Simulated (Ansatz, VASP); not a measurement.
**Two plane-wave programs on CdSe**

The input INCAR:

```
SYSTEM = CdSe
ALGO = Normal
EDIFF = 1E-6
ENCUT = 520
GGA = PE
ISIF = 2
ISMEAR = 0
LASPH = .True.
LCHARG = .True.
LELF = .True.
LREAL = .False.
LVHAR = .True.
LWAVE = .False.
NBANDS = 16
NELM = 80
PREC = Accurate
SIGMA = 0.1
```

Contents of KPOINTS:

```
k-points
0
Gamma
  12 12 12
  0 0 0
```

Contents of POSCAR:

```
CdSe
1.0
    0.0000000000      2.8396133794      2.8396133794
    2.8396133794      0.0000000000      2.8396133794
    2.8396133794      2.8396133794      0.0000000000
Cd Se
1 1
Direct
    0.0000000000      0.0000000000      0.0000000000
    0.5000000000      0.5000000000      0.5000000000
```

Input for Ansatz:

```yaml
crystal:
  lattice:
    - [0.0, 2.8396133794, 2.8396133794]
    - [2.8396133794, 0.0, 2.8396133794]
    - [2.8396133794, 2.8396133794, 0.0]
  atoms:
    - { symbol: Cd, position: [0.0, 0.0, 0.0] }
    - { symbol: Se, position: [0.5, 0.5, 0.5] }
basis:
  ecutwfc: 420
kpoints:
  mp_grid: { grid: [12, 12, 12] }
hamiltonian:
  xc: pbe
scf:
  occupations: { method: gaussian, width: 0.1 }
output:
  forces: true
  stress: true
  eigenvalues: true
```

Alike in both runs: task single point; functional PBE; k mesh 12 × 12 × 12; occupations gaussian, width 0.1 eV; no spin polarisation.

|  | VASP | Ansatz |
| --- | --- | --- |
| version | VASP 6.6.1 | Ansatz 0.2.0 |
| potentials or method | VASP PAW PBE potentials, release 64 (Cd, Se), cutoff 520 eV | scalar-relativistic, plane waves, PAW |
| valence electrons in the cell | 18 | 36 |

|  | VASP | Ansatz | Ansatz less VASP |
| --- | --- | --- | --- |
| gap on the k mesh at the Fermi level (eV) | none | none | - |
| pressure (GPa) | 2.3 | 2.0 | -0.38 |

A gap of «none» marks a metal or a gap that the smearing closes. VASP's potentials hold 18 valence electrons a cell and Ansatz's 36, so a difference there can come from the potentials and not from the codes.
